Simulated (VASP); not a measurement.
# Mg2NCl (R-3m) in VASP: notebook

Runs on Mg2NCl. Level: LDA. Tasks: single point.

Everything below comes from runs of VASP 6.6.1. Logs are shortened: lines on timing, memory, paths and dates and some standing lists are left out, and cuts for length are marked.

**1. The cell of the first run**

The structure is trigonal, space group R-3m (No. 166). The conventional cell has a = 3.404 Å, b = 3.404 Å, c = 18.909 Å, α = 90.00°, β = 90.00°, γ = 120.00°. Within 3.0 Å of Mg (site symmetry 3m) lie 3 N at 2.23 Å and 3 Cl at 2.87 Å and 3 Mg at 2.89 Å. N (site symmetry -3m) has 6 Mg at 2.23 Å within 3.0 Å. Cl (site symmetry -3m) has 6 Mg at 2.87 Å and 6 Cl at 3.40 Å and 6 N at 3.71 Å within 3.8 Å.

**2. Single point, LDA (strain +0.025 along x and y, +0.050 along z)**

INCAR

```
  PREC = Accurate
  ENCUT = 520
  EDIFF = 1E-7
  ISMEAR = 0
  SIGMA = 0.05
  LREAL = False
  LASPH = True
  NELM = 100
  ALGO = Normal
  ISIF = 2
  LWAVE = False
  LCHARG = True
  GGA = CA
  LELF = True
  LVHAR = True
  NBANDS = 16
```

KPOINTS

```
regular mesh
0
Gamma
  9 9 9
```

POSCAR

```
Mg2NCl
1.0
    1.7021832815      0.9827559758      6.3031258500
   -1.7021832815      0.9827559758      6.3031258500
    0.0000000000     -1.9655119516      6.3031258500
Mg N Cl
2 1 1
Direct
    0.2228150000      0.2228150000      0.2228150000
    0.7771850000      0.7771850000      0.7771850000
    0.5000000000      0.5000000000      0.5000000000
    0.0000000000      0.0000000000      0.0000000000
```

Potentials or basis: VASP PAW LDA potentials, release 64 (Mg, N, Cl).

Launch:

```
$ cat potpaw_LDA.64/Mg/POTCAR potpaw_LDA.64/N/POTCAR potpaw_LDA.64/Cl/POTCAR > POTCAR
$ mpirun -np 1 vasp_std > vasp.out
```

OUTCAR:

```text
PREC = Accurate
   ENCUT = 520
   EDIFF = 1E-7
   ISMEAR = 0
   LREAL = False
   LASPH = True
   NELM = 100
   ISIF = 2
   GGA = CA

 ion  position               nearest neighbor table
   1  0.223  0.223  0.223-   3 2.23   3 2.23   3 2.23   4 2.87   4 2.87   4 2.87   2 2.89   2 2.89
                             2 2.89
   2  0.777  0.777  0.777-   3 2.23   3 2.23   3 2.23   4 2.87   4 2.87   4 2.87   1 2.89   1 2.89
                             1 2.89
   3  0.500  0.500  0.500-   1 2.23   1 2.23   2 2.23   2 2.23   1 2.23   2 2.23
   4  0.000  0.000  0.000-   2 2.87   2 2.87   1 2.87   1 2.87   2 2.87   1 2.87

  LATTYP: Found a trigonal (rhomboedric) cell.
 ALAT       =     6.6024717124
 COS(alpha) =     0.8670680001

  Lattice vectors:

 A1 = (   1.7021832815,   0.9827559758,   6.3031258500)
 A2 = (  -1.7021832815,   0.9827559758,   6.3031258500)
 A3 = (   0.0000000000,  -1.9655119516,   6.3031258500)

Analysis of symmetry for initial positions (statically):
=====================================================================
 Subroutine PRICEL returns:
 Original cell was already a primitive cell.

 Routine SETGRP: Setting up the symmetry group for a
 trigonal (rhombohedral) supercell.

 Subroutine GETGRP returns: Found 12 space group operations
 (whereof 12 operations were pure point group operations)
 out of a pool of 12 trial point group operations.

The static configuration has the point symmetry D_3d.

Analysis of symmetry for dynamics (positions and initial velocities):
=====================================================================
 Subroutine PRICEL returns:
 Original cell was already a primitive cell.

 Routine SETGRP: Setting up the symmetry group for a
 trigonal (rhombohedral) supercell.

 Subroutine GETGRP returns: Found 12 space group operations
 (whereof 12 operations were pure point group operations)
 out of a pool of 12 trial point group operations.

The dynamic configuration has the point symmetry D_3d.

 Subroutine INISYM returns: Found 12 space group operations
 (whereof 12 operations are pure point group operations),
 and found     1 'primitive' translations

----------------------------------------------------------------------------------------

                                     Primitive cell

  volume of cell :      63.2644

  direct lattice vectors                    reciprocal lattice vectors
     1.702183281  0.982755976  6.303125850     0.293740401  0.169591100  0.052883814
    -1.702183281  0.982755976  6.303125850    -0.293740401  0.169591100  0.052883814
     0.000000000 -1.965511952  6.303125850     0.000000000 -0.339182199  0.052883814

  length of vectors
     6.602471712  6.602471712  6.602471712     0.343280151  0.343280151  0.343280151

  position of ions in fractional coordinates (direct lattice)
     0.222815000  0.222815000  0.222815000
     0.777185000  0.777185000  0.777185000
     0.500000000  0.500000000  0.500000000
     0.000000000  0.000000000  0.000000000

  ion indices of the primitive-cell ions
   primitive index   ion index
                 1           1
                 2           2
                 3           3
                 4           4

----------------------------------------------------------------------------------------

 KPOINTS: regular mesh

Automatic generation of k-mesh.
 Grid dimensions read from file:
 generate k-points for:    9    9    9

 Generating k-lattice:

  Cartesian coordinates                     Fractional coordinates (reciprocal lattice)
     0.032637822  0.018843456  0.005875979     0.111111111  0.000000000  0.000000000
    -0.032637822  0.018843456  0.005875979     0.000000000  0.111111111  0.000000000
     0.000000000 -0.037686911  0.005875979     0.000000000  0.000000000  0.111111111

  Length of vectors
     0.038142239  0.038142239  0.038142239

  Shift w.r.t. Gamma in fractional coordinates (k-lattice)
     0.000000000  0.000000000  0.000000000

 Subroutine IBZKPT returns following result:
 ===========================================

 Found     85 irreducible k-points:

 Following reciprocal coordinates:
            Coordinates               Weight
  0.000000  0.000000  0.000000      1.000000
  0.111111 -0.000000  0.000000      6.000000
  0.222222  0.000000  0.000000      6.000000
  0.333333  0.000000  0.000000      6.000000
  0.444444  0.000000  0.000000      6.000000
  0.111111  0.111111  0.000000      6.000000
[... 16 lines left out ...]
 -0.333333  0.333333  0.000000      6.000000
  0.444444  0.444444  0.000000      6.000000
 [... further k-points ...]
   k-points           NKPTS =     85   k-points in BZ     NKDIM =     85   number of bands    NBANDS=     16
   number of dos      NEDOS =    301   number of ions     NIONS =      4
   total plane-waves  NPLWV = 125000
   dimension x,y,z NGX =    50 NGY =   50 NGZ =   50
   dimension x,y,z NGXF=   100 NGYF=  100 NGZF=  100
   ions per type =               2   1   1
   NGX,Y,Z   is equivalent  to a cutoff of  12.59, 12.59, 12.59 a.u.
   NGXF,Y,Z  is equivalent  to a cutoff of  25.18, 25.18, 25.18 a.u.
 SYSTEM =  unknown system
   PREC   = accura    normal or accurate (medium, high low for compatibility)
   ISTART =      0    job   : 0-new  1-cont  2-samecut
   ICHARG =      2    charge: 1-file 2-atom 10-const
   ISPIN  =      1    spin polarized calculation?
   LNONCOLLINEAR =      F non collinear calculations
   LSORBIT =      F    spin-orbit coupling
   LASPH  =      T    aspherical Exc in radial PAW
   ENCUT  =  520.0 eV  38.22 Ry    6.18 a.u.  12.28 12.28 12.28*2*pi/ulx,y,z
   NELM   =    100;   NELMIN=  2; NELMDL= -5     # of ELM steps
   EDIFF  = 0.1E-06   stopping-criterion for ELM
   LREAL  =      F    real-space projection
   EDIFFG = 0.1E-05   stopping-criterion for IOM
   NSW    =      0    number of steps for IOM
   IBRION =     -1    ionic relax: 0-MD 1-quasi-New 2-CG
   NFREE  =      0    steps in history (QN), initial steepest desc. (CG)
   ISIF   =      2    stress and relaxation
   ISYM   =      2    0-nonsym 1-usesym 2-fastsym
   POTIM  = 0.5000    time-step for ionic-motion
   TEBEG  =    0.0;   TEEND  =   0.0 temperature during run
   PSTRESS=    0.0 pullay stress
   NELECT =      16.0000    total number of electrons
   NUPDOWN=      -1.0000    fix difference up-down
   EMIN   =  10.00;   EMAX   =-10.00  energy-range for DOS
   EFERMI =   0.00;   METHOD = LEGACY
   ISMEAR =     0;   SIGMA  =   0.05  broadening in eV -4-tet -1-fermi 0-gaus
   EFERMI_NEDOS =   21; number of points for ismear=-14 and -15
   IALGO  =     38    algorithm
   IMIX   =      4    mixing-type and parameters
     AMIX     =   0.40;   BMIX     =  1.00
     AMIX_MAG =   1.60;   BMIX_MAG =  1.00
  volume/ion in A,a.u.               =      15.82       106.73
  Fermi-wavevector in a.u.,A,eV,Ry     =   1.035289  1.956413 14.583051  1.071824
  Thomas-Fermi vector in A             =   2.169625
   LORBIT       =      0    0 simple, 1 ext, 2 COOP (PROOUT), +10 PAW based schemes
   GGA     = CA    functional components
   LHFCALC =     F    Hartree Fock is set to
   AEXX    =    0.0000 exact exchange contribution
   IVDW    =     0    specifies the selected vdW correction
   LEPSILON=     F    determine dielectric tensor
   LRPA    =     F    only Hartree local field effects (RPA)
 non-spin polarized calculation
 Gauss-broadening in eV      SIGMA  =   0.05
  energy-cutoff  :      520.00
  volume of cell :       63.26
 maximum number of plane-waves:      1719
 NGX is ok and might be reduce to    50
   NGX = 25   NGY = 25   NGZ = 25

 number of electron      16.0000000 magnetization

 Free energy of the ion-electron system (eV)
  ---------------------------------------------------
  ext. energy  EPLUGINS =         0.00000000
  ---------------------------------------------------
  free energy    TOTEN  =       -19.88995804 eV

  energy without entropy =      -19.88995804  energy(sigma->0) =      -19.88995804

 E-fermi :   3.2688     XC(G=0):  -9.8888

 val. band max:        3.0557688195   @ k =   0.0000   0.0000   0.0000
 cond. band min:       4.4753367272   @ k =   0.0000   0.0000   0.0000
 fundamental gap:      1.4195679077
 Fermi energy:         3.2688217418

 k-point     1 :       0.0000    0.0000    0.0000
  band No.  band energies     occupation
      1     -12.8490      2.00000
      2      -9.2685      2.00000
      3      -2.7943      2.00000
      4       0.9096      2.00000
      5       0.9096      2.00000
      6       1.9042      2.00000
[... 8 lines left out ...]
     15      13.1407      0.00000
     16      13.1407      0.00000

 k-point     2 :       0.1111   -0.0000    0.0000
  band No.  band energies     occupation
      1     -12.7709      2.00000
      2      -9.1832      2.00000
      3      -2.6511      2.00000
      4       0.3693      2.00000
      5       0.8152      2.00000
      6       1.8954      2.00000
[... 8 lines left out ...]
     15      12.5907      0.00000
     16      13.2916      0.00000

 k-point     3 :       0.2222    0.0000    0.0000
  band No.  band energies     occupation
      1     -12.5626      2.00000
      2      -8.9527      2.00000
      3      -2.2533      2.00000
      4      -0.7281      2.00000
      5       0.5901      2.00000
      6       1.0938      2.00000
[... 8 lines left out ...]
     15      12.7787      0.00000
     16      13.6986      0.00000

 k-point     4 :       0.3333    0.0000    0.0000
  band No.  band energies     occupation
      1     -12.3045      2.00000
      2      -8.6596      2.00000
      3      -1.8035      2.00000
      4      -1.6574      2.00000
      5       0.0417      2.00000
      6       0.3549      2.00000
[... 8 lines left out ...]
     15      12.5518      0.00000
     16      14.1887      0.00000
[... 324 lines left out ...]
 k-point    22 :      -0.4444    0.3333   -0.0000
  band No.  band energies     occupation
      1     -12.0430      2.00000
      2      -8.3451      2.00000
      3      -2.1293      2.00000
      4      -1.4343      2.00000
      5      -0.8831      2.00000
      6       0.3368      2.00000
[... 8 lines left out ...]
     15      12.9517      0.00000
     16      14.0291      0.00000

 k-point    23 :      -0.3333    0.3333    0.0000
  band No.  band energies     occupation
      1     -11.9939      2.00000
      2      -8.2851      2.00000
      3      -1.6890      2.00000
      4      -1.6209      2.00000
      5      -1.2109      2.00000
      6       0.3292      2.00000
[... 8 lines left out ...]
     15      13.6009      0.00000
     16      13.9064      0.00000

 k-point    24 :       0.4444    0.4444    0.0000
  band No.  band energies     occupation
      1     -12.1202      2.00000
      2      -8.4368      2.00000
      3      -2.4957      2.00000
      4      -1.6981      2.00000
      5       0.1351      2.00000
      6       0.1930      2.00000
[... 8 lines left out ...]
     15      11.9260      0.00000
     16      14.1869      0.00000

 [... further k-points ...]

------------------------ aborting loop because EDIFF is reached ----------------------------------------

  FORCE on cell =-STRESS in cart. coord.  units (eV):
  Direction    XX          YY          ZZ          XY          YZ          ZX
  --------------------------------------------------------------------------------------
  -------------------------------------------------------------------------------------
  Total       -4.7093913     -4.7093913     -5.2649722      0.0000000      0.0000000      0.0000000
  in kB     -119.2658535   -119.2658535   -133.3359994      0.0000000      0.0000000      0.0000000
  external PRESSURE =    -123.9559021 kB  Pullay stress =       0.0000000 kB

 VOLUME and BASIS-vectors are now :
 -----------------------------------------------------------------------------
  energy-cutoff  :      520.00
  volume of cell :       63.26
      direct lattice vectors                 reciprocal lattice vectors
     1.702183281  0.982755976  6.303125850     0.293740401  0.169591100  0.052883814
    -1.702183281  0.982755976  6.303125850    -0.293740401  0.169591100  0.052883814
     0.000000000 -1.965511952  6.303125850     0.000000000 -0.339182199  0.052883814

 POSITION                                       TOTAL-FORCE (eV/Angst)
 -----------------------------------------------------------------------------------
      0.00000      0.00000      4.21329         0.000000      0.000000     -0.635622
      0.00000      0.00000     14.69608         0.000000     -0.000000      0.635622
      0.00000      0.00000      9.45469        -0.000000     -0.000000      0.000000
      0.00000      0.00000      0.00000         0.000000     -0.000000      0.000000
 -----------------------------------------------------------------------------------
    total drift:                                0.000000     -0.000000      0.000000

  FREE ENERGIE OF THE ION-ELECTRON SYSTEM (eV)
  ---------------------------------------------------
  free  energy   TOTEN  =       -19.8899580422 eV

  energy  without entropy=      -19.8899580422  energy(sigma->0) =      -19.88995804
```

Run time: 3.3 min. Hardware: 1 thread of Intel Xeon 6975P-C (Granite Rapids), shared host; peak memory 0.33 GiB.

What came out:

* Free energy: -19.8900 eV
* Pressure: -12.4 GPa
* Largest force: 0.636 eV/Å
* Band gap on the k mesh: 1.42 eV

Forces on the atoms (eV/Å):
```
Mg   0.000  0.000 -0.636
Mg   0.000  0.000  0.636
N    0.000  0.000  0.000
Cl   0.000  0.000  0.000
```

Caveat: the cell differs from its parent crystal (strain +0.025 along x and y, +0.050 along z); the cell stands under tension.

**3. Single point, LDA (strain +0.050 along x and y, +0.025 along z)**

INCAR

```
SYSTEM = Mg2NCl
PREC = Accurate
ENCUT = 520
EDIFF = 1E-7
ISMEAR = 0
SIGMA = 0.05
LREAL = .FALSE.
LASPH = .TRUE.
NELM = 100
ALGO = Normal
ISIF = 2
LWAVE = .FALSE.
LCHARG = .FALSE.
GGA = CA
NBANDS = 16
```

KPOINTS

```
regular mesh
0
G
  9 9 9
  0 0 0
```

POSCAR

```
Mg2NCl
1.0
    1.7436999469      1.0067256337      6.1530514250
   -1.7436999469      1.0067256337      6.1530514250
    0.0000000000     -2.0134512675      6.1530514250
Mg N Cl
2 1 1
Direct
    0.2228150000      0.2228150000      0.2228150000
    0.7771850000      0.7771850000      0.7771850000
    0.5000000000      0.5000000000      0.5000000000
    0.0000000000      0.0000000000      0.0000000000
```

Potentials or basis: VASP PAW LDA potentials, release 64 (Mg, N, Cl).

Launch:

```
$ cat potpaw_LDA.64/Mg/POTCAR potpaw_LDA.64/N/POTCAR potpaw_LDA.64/Cl/POTCAR > POTCAR
$ mpirun -np 1 vasp_std > vasp.out
```

Run time: 2.7 min. Hardware: 1 thread of Intel Xeon 6975P-C (Granite Rapids), shared host; peak memory 0.31 GiB.

Results (log left out):

- Free energy: -19.7389 eV
- Pressure: -13.8 GPa
- Largest force: 0.502 eV/Å
- Band gap on the k mesh: 1.50 eV

Forces on the atoms (eV/Å):
```
Mg   0.000  0.000 -0.502
Mg   0.000  0.000  0.502
N    0.000  0.000  0.000
Cl   0.000  0.000  0.000
```

Stress tensor (GPa, compression positive):
```
-15.48   0.00   0.00
  0.00 -15.48   0.00
  0.00   0.00 -10.33
```

Levels at points of the mesh, in eV from the valence-band top:
| k point | band 5 | band 6 | band 7 | band 8 | band 9 | band 10 | band 11 | band 12 |
| --- | --- | --- | --- | --- | --- | --- | --- | --- |
| (0.00, 0.00, 0.00) | -2.28 | -0.76 | 0.00 | 0.00 | 1.50 | 4.67 | 7.33 | 8.74 |

Caveat: the cell differs from its parent crystal (strain +0.050 along x and y, +0.025 along z); the stress differs along the axes, from -15 to -10 GPa. A k mesh can miss the band edges.

**4. Single point, LDA (strain +0.050 along x and y, +0.050 along z)**

INCAR

```
SYSTEM = Mg2NCl
PREC = Accurate
ENCUT = 520
EDIFF = 1E-6
ISMEAR = 0
SIGMA = 0.05
LREAL = .False.
LASPH = .True.
NELM = 100
ALGO = Normal
ISIF = 2
LWAVE = .False.
LCHARG = .False.
GGA = CA
NBANDS = 16
```

KPOINTS

```
Automatic mesh
0
Gamma
  9 9 9
  0 0 0
```

POSCAR

```
Mg2NCl
1.0
    1.7436999469      1.0067256337      6.3031258500
   -1.7436999469      1.0067256337      6.3031258500
    0.0000000000     -2.0134512675      6.3031258500
Mg N Cl
2 1 1
Direct
    0.2228150000      0.2228150000      0.2228150000
    0.7771850000      0.7771850000      0.7771850000
    0.5000000000      0.5000000000      0.5000000000
    0.0000000000      0.0000000000      0.0000000000
```

Launch:

```
$ cat potpaw_LDA.64/Mg/POTCAR potpaw_LDA.64/N/POTCAR potpaw_LDA.64/Cl/POTCAR > POTCAR
$ mpirun -np 1 vasp_std > vasp.out
```

It took 3.2 min on 1 thread of Intel Xeon 6975P-C (Granite Rapids), shared host; peak memory 0.32 GiB.

It converged, with:

- Free energy: -19.6242 eV
- Pressure: -14.5 GPa
- Largest force: 0.660 eV/Å
- Band gap on the k mesh: 1.28 eV

Forces in eV/Å, atoms in the order of the input:
```
Mg   0.000  0.000 -0.660
Mg   0.000  0.000  0.660
N    0.000  0.000  0.000
Cl   0.000  0.000  0.000
```

Stress tensor (GPa, compression positive):
```
-15.28   0.00   0.00
  0.00 -15.28   0.00
  0.00   0.00 -13.00
```

Levels at points of the mesh, in eV from the valence-band top:
```tsv
k point	band 4	band 5	band 6	band 7	band 8	band 9	band 10	band 11	band 12	band 13
(0.00, 0.00, 0.00)	-2.19	-2.19	-0.94	0.00	0.00	1.28	4.69	6.94	8.45	8.94
```

Caveat: the cell differs from its parent crystal (strain +0.050 along x and y, +0.050 along z); the cell stands under tension.

**5. Summary**

| cell | gap on the mesh (eV) | pressure (GPa) | largest force (eV/Å) |
| --- | --- | --- | --- |
| a = 6.602 Å, angles 29.9°, 4 atoms | 1.42 | -12.4 | 0.64 |
| a = 6.474 Å, angles 31.2°, 4 atoms | 1.50 | -13.8 | 0.50 |
| a = 6.617 Å, angles 30.6°, 4 atoms | 1.28 | -14.5 | 0.66 |

Alike in all rows: task single point; level LDA; potentials or basis VASP PAW LDA potentials, release 64 (Mg, N, Cl); no spin polarisation; k mesh 9 × 9 × 9; cutoff (eV) 520; smearing gaussian 0.05 eV.

Caveats: the cell stands under tension (at least some runs); the stress differs along the axes, from -15 to -10 GPa (at least some runs).

Absolute energies hang on the potentials; compare differences alone.
